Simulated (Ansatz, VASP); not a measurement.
## One calculation of Gd, two programs

```xyz
1
Lattice="-1.7107 1.7107 1.7107 1.7107 -1.7107 1.7107 1.7107 1.7107 -1.7107" Properties=species:S:1:pos:R:3 pbc="T T T"
Gd    0.0000    0.0000    0.0000
```

Change from the starting cell: volume scaled by 0.6, PAW files.

Alike in both runs: task single point; functional PBE; k mesh 15 × 15 × 15; occupations fermi-dirac, width 0.08 eV; collinear spin.

|  | VASP | Ansatz |
| --- | --- | --- |
| version | VASP 6.6.1 | Ansatz 0.2.0 |
| potentials or method | VASP PAW PBE potentials, release 64 (Gd) | PAW with Ansatz's default frozen-core files, scalar-relativistic |
| plane-wave cutoff (eV) | 520 | 420 |
| valence electrons in the cell | 18 | 18 |

|  | VASP | Ansatz | Ansatz less VASP |
| --- | --- | --- | --- |
| pressure (GPa) | 38.2 | 37.7 | -0.50 |
| net moment per atom (μB) | 7.49 | 7.49 | -0.002 |
| size of the moment on the site where the two differ most (μB) | 7.00 | 7.20 | +0.193 |

Site moments also hang on the region over which each program counts them. Both programs put the cell under a high pressure, so it lies far from rest at this level.

Spin-orbit coupling is off throughout.
